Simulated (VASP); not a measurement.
# Pt2I3 (P-3m1) in VASP: notebook, part 2 of 2

VASP 6.6.1. The steps go on from the part before.

### Step 3. Single point, PBE

This run uses another cell than the first one, of 30.88 Å³/atom, 1.062 times its volume.

INCAR reads:

```
SYSTEM = Pt2I3
  PREC = Accurate
  ENCUT = 520
  EDIFF = 1E-7
  ISMEAR = 0
  SIGMA = 0.1
  LREAL = .False.
  LASPH = .True.
  NELM = 100
  ALGO = Normal
  ISIF = 2
  LWAVE = .False.
  LCHARG = .True.
  GGA = PE
  LELF = .True.
  LVHAR = .True.
  NBANDS = 28
```

KPOINTS reads:

```
regular mesh
0
Gamma
  6 6 4
  0 0 0
```

POSCAR reads:

```
Pt2I3
1.0
    4.8573516929      0.0000000000      0.0000000000
   -2.4286758465      4.2065899612      0.0000000000
    0.0000000000      0.0000000000      7.5572502227
Pt I
2 3
Direct
    0.3333333333      0.6666666667      0.2450000000
    0.6666666667      0.3333333333      0.7550000000
    0.0000000000      0.0000000000      0.0000000000
    0.3333333333      0.6666666667      0.6450000000
    0.6666666667      0.3333333333      0.3550000000
```

Potentials or basis: VASP PAW PBE potentials, release 64 (Pt, I).

Launch:

```console
$ cat potpaw_PBE.64/Pt/POTCAR potpaw_PBE.64/I/POTCAR > POTCAR
$ mpirun -np 1 vasp_std > vasp.out
```

OUTCAR:

```text
SYSTEM = Pt2I3
   PREC = Accurate
   ENCUT = 520
   EDIFF = 1E-7
   ISMEAR = 0
   LREAL = .False.
   LASPH = .True.
   NELM = 100
   ISIF = 2
   GGA = PE

 ion  position               nearest neighbor table
   1  0.333  0.667  0.245-   5 2.93   5 2.93   5 2.93   4 3.02   3 3.36   3 3.36   3 3.36
   2  0.667  0.333  0.755-   4 2.93   4 2.93   4 2.93   5 3.02   3 3.36   3 3.36   3 3.36
   3  0.000  0.000  0.000-   1 3.36   2 3.36   2 3.36   1 3.36   2 3.36   1 3.36
   4  0.333  0.667  0.645-   2 2.93   2 2.93   2 2.93   1 3.02   5 3.56   5 3.56   5 3.56
   5  0.667  0.333  0.355-   1 2.93   1 2.93   1 2.93   2 3.02   4 3.56   4 3.56   4 3.56

  LATTYP: Found a hexagonal cell.
 ALAT       =     4.8573516929
 C/A-ratio  =     1.5558375634

  Lattice vectors:

 A1 = (   4.8573516929,   0.0000000000,   0.0000000000)
 A2 = (  -2.4286758465,   4.2065899612,   0.0000000000)
 A3 = (   0.0000000000,   0.0000000000,   7.5572502227)

Analysis of symmetry for initial positions (statically):
=====================================================================
 Subroutine PRICEL returns:
 Original cell was already a primitive cell.

 Routine SETGRP: Setting up the symmetry group for a
 hexagonal supercell.

 Subroutine GETGRP returns: Found 12 space group operations
 (whereof 12 operations were pure point group operations)
 out of a pool of 24 trial point group operations.

The static configuration has the point symmetry D_3d.

Analysis of symmetry for dynamics (positions and initial velocities):
=====================================================================
 Subroutine PRICEL returns:
 Original cell was already a primitive cell.

 Routine SETGRP: Setting up the symmetry group for a
 hexagonal supercell.

 Subroutine GETGRP returns: Found 12 space group operations
 (whereof 12 operations were pure point group operations)
 out of a pool of 24 trial point group operations.

The dynamic configuration has the point symmetry D_3d.

 Subroutine INISYM returns: Found 12 space group operations
 (whereof 12 operations are pure point group operations),
 and found     1 'primitive' translations

----------------------------------------------------------------------------------------

                                     Primitive cell

  volume of cell :     154.4164

  direct lattice vectors                    reciprocal lattice vectors
     4.857351693  0.000000000  0.000000000     0.205873501  0.118861121  0.000000000
    -2.428675847  4.206589961  0.000000000     0.000000000  0.237722243  0.000000000
     0.000000000  0.000000000  7.557250223     0.000000000  0.000000000  0.132323262

  length of vectors
     4.857351693  4.857351693  7.557250223     0.237722243  0.237722243  0.132323262

  position of ions in fractional coordinates (direct lattice)
     0.333333333  0.666666667  0.245000000
     0.666666667  0.333333333  0.755000000
     0.000000000  0.000000000  0.000000000
     0.333333333  0.666666667  0.645000000
     0.666666667  0.333333333  0.355000000

  ion indices of the primitive-cell ions
[... 26 lines left out ...]
     0.000000000  0.000000000  0.000000000

 Subroutine IBZKPT returns following result:
 ===========================================

 Found     24 irreducible k-points:

 Following reciprocal coordinates:
            Coordinates               Weight
  0.000000  0.000000  0.000000      1.000000
  0.166667  0.000000  0.000000      6.000000
  0.333333  0.000000  0.000000      6.000000
  0.500000  0.000000  0.000000      3.000000
  0.166667  0.166667  0.000000      6.000000
  0.333333  0.166667  0.000000     12.000000
[... 16 lines left out ...]
  0.333333  0.166667  0.500000     12.000000
  0.333333  0.333333  0.500000      2.000000
   k-points           NKPTS =     24   k-points in BZ     NKDIM =     24   number of bands    NBANDS=     28
   number of dos      NEDOS =    301   number of ions     NIONS =      5
   total plane-waves  NPLWV =  72576
   dimension x,y,z NGX =    36 NGY =   36 NGZ =   56
   dimension x,y,z NGXF=    72 NGYF=   72 NGZF=  112
   ions per type =               2   3
   NGX,Y,Z   is equivalent  to a cutoff of  12.32, 12.32, 12.32 a.u.
   NGXF,Y,Z  is equivalent  to a cutoff of  24.64, 24.64, 24.64 a.u.
 SYSTEM =  Pt2I3
   PREC   = accura    normal or accurate (medium, high low for compatibility)
   ISTART =      0    job   : 0-new  1-cont  2-samecut
   ICHARG =      2    charge: 1-file 2-atom 10-const
   ISPIN  =      1    spin polarized calculation?
   LNONCOLLINEAR =      F non collinear calculations
   LSORBIT =      F    spin-orbit coupling
   LASPH  =      T    aspherical Exc in radial PAW
   ENCUT  =  520.0 eV  38.22 Ry    6.18 a.u.   9.03  9.03 14.05*2*pi/ulx,y,z
   NELM   =    100;   NELMIN=  2; NELMDL= -5     # of ELM steps
   EDIFF  = 0.1E-06   stopping-criterion for ELM
   LREAL  =      F    real-space projection
   EDIFFG = 0.1E-05   stopping-criterion for IOM
   NSW    =      0    number of steps for IOM
   IBRION =     -1    ionic relax: 0-MD 1-quasi-New 2-CG
   NFREE  =      0    steps in history (QN), initial steepest desc. (CG)
   ISIF   =      2    stress and relaxation
   ISYM   =      2    0-nonsym 1-usesym 2-fastsym
   POTIM  = 0.5000    time-step for ionic-motion
   TEBEG  =    0.0;   TEEND  =   0.0 temperature during run
   PSTRESS=    0.0 pullay stress
   NELECT =      41.0000    total number of electrons
   NUPDOWN=      -1.0000    fix difference up-down
   EMIN   =  10.00;   EMAX   =-10.00  energy-range for DOS
   EFERMI =   0.00;   METHOD = LEGACY
   ISMEAR =     0;   SIGMA  =   0.10  broadening in eV -4-tet -1-fermi 0-gaus
   EFERMI_NEDOS =   21; number of points for ismear=-14 and -15
   IALGO  =     38    algorithm
   IMIX   =      4    mixing-type and parameters
     AMIX     =   0.40;   BMIX     =  1.00
     AMIX_MAG =   1.60;   BMIX_MAG =  1.00
  volume/ion in A,a.u.               =      30.88       208.41
  Fermi-wavevector in a.u.,A,eV,Ry     =   1.052216  1.988400 15.063809  1.107159
  Thomas-Fermi vector in A             =   2.187290
   LORBIT       =      0    0 simple, 1 ext, 2 COOP (PROOUT), +10 PAW based schemes
   GGA     = PE    functional components
   LHFCALC =     F    Hartree Fock is set to
   AEXX    =    0.0000 exact exchange contribution
   IVDW    =     0    specifies the selected vdW correction
   LEPSILON=     F    determine dielectric tensor
   LRPA    =     F    only Hartree local field effects (RPA)
 non-spin polarized calculation
 Gauss-broadening in eV      SIGMA  =   0.10
  energy-cutoff  :      520.00
  volume of cell :      154.42
 maximum number of plane-waves:      4197
   NGX = 19   NGY = 19   NGZ = 29

 number of electron      40.9999995 magnetization

 Free energy of the ion-electron system (eV)
  ---------------------------------------------------
  ext. energy  EPLUGINS =         0.00000000
  ---------------------------------------------------
  free energy    TOTEN  =       -13.75051857 eV

  energy without entropy =      -13.71906879  energy(sigma->0) =      -13.73479368

 E-fermi :   5.1311     XC(G=0):  -9.4132

 val. band max:        5.1269202791   @ k =   0.5000   0.0000   0.5000
 cond. band min:       5.1394603122   @ k =   0.1667   0.1667   0.5000
 fundamental gap:      0.0125400331
 Fermi energy:         5.1311498560

 k-point     1 :       0.0000    0.0000    0.0000
  band No.  band energies     occupation
      1      -8.9563      2.00000
      2      -7.8049      2.00000
      3      -7.4896      2.00000
      4       0.5928      2.00000
      5       0.5928      2.00000
      6       0.6366      2.00000
[... 733 lines left out ...]
     27      11.2479      0.00000
     28      11.9068      0.00000

------------------------ aborting loop because EDIFF is reached ----------------------------------------

  FORCE on cell =-STRESS in cart. coord.  units (eV):
  Direction    XX          YY          ZZ          XY          YZ          ZX
  --------------------------------------------------------------------------------------
  -------------------------------------------------------------------------------------
  Total       -7.2961103     -7.2961103     -1.7292571      0.0000000      0.0000000     -0.0000000
  in kB      -75.7021898    -75.7021898    -17.9422382      0.0000000      0.0000000     -0.0000000
  external PRESSURE =     -56.4488726 kB  Pullay stress =       0.0000000 kB

 VOLUME and BASIS-vectors are now :
 -----------------------------------------------------------------------------
  energy-cutoff  :      520.00
  volume of cell :      154.42
      direct lattice vectors                 reciprocal lattice vectors
     4.857351693  0.000000000  0.000000000     0.205873501  0.118861121  0.000000000
    -2.428675847  4.206589961  0.000000000     0.000000000  0.237722243  0.000000000
     0.000000000  0.000000000  7.557250223     0.000000000  0.000000000  0.132323262

 POSITION                                       TOTAL-FORCE (eV/Angst)
 -----------------------------------------------------------------------------------
     -0.00000      2.80439      1.85153        -0.000000      0.000000      0.240499
      2.42868      1.40220      5.70572        -0.000000      0.000000     -0.240499
      0.00000      0.00000      0.00000         0.000000      0.000000      0.000000
     -0.00000      2.80439      4.87443         0.000000      0.000000      0.960787
      2.42868      1.40220      2.68282        -0.000000     -0.000000     -0.960787
 -----------------------------------------------------------------------------------
    total drift:                               -0.000000      0.000000     -0.000000

  FREE ENERGIE OF THE ION-ELECTRON SYSTEM (eV)
  ---------------------------------------------------
  free  energy   TOTEN  =       -13.7505185681 eV

  energy  without entropy=      -13.7190687854  energy(sigma->0) =      -13.73479368
```

Run time: 1.9 min. Hardware: 1 thread of AMD EPYC 7R13 (Zen 3), shared host; peak memory 0.27 GiB.

What came out:

```
Free energy   : -13.7505 eV
Pressure      : -5.6 GPa
Largest force : 0.961 eV/Å
```

Forces in eV/Å, atoms in the order of the input:
```
Pt   0.000  0.000  0.240
Pt   0.000  0.000 -0.240
I    0.000  0.000  0.000
I    0.000  0.000  0.961
I    0.000  0.000 -0.961
```

Stress tensor (GPa, compression positive):
```
-7.57  0.00  0.00
 0.00 -7.57  0.00
 0.00  0.00 -1.79
```

Caveat: spin-orbit coupling is left out, which moves the levels of the heavy elements; an odd number of electrons without spin polarisation forces a metal; a magnetic or distorted state may lie lower.
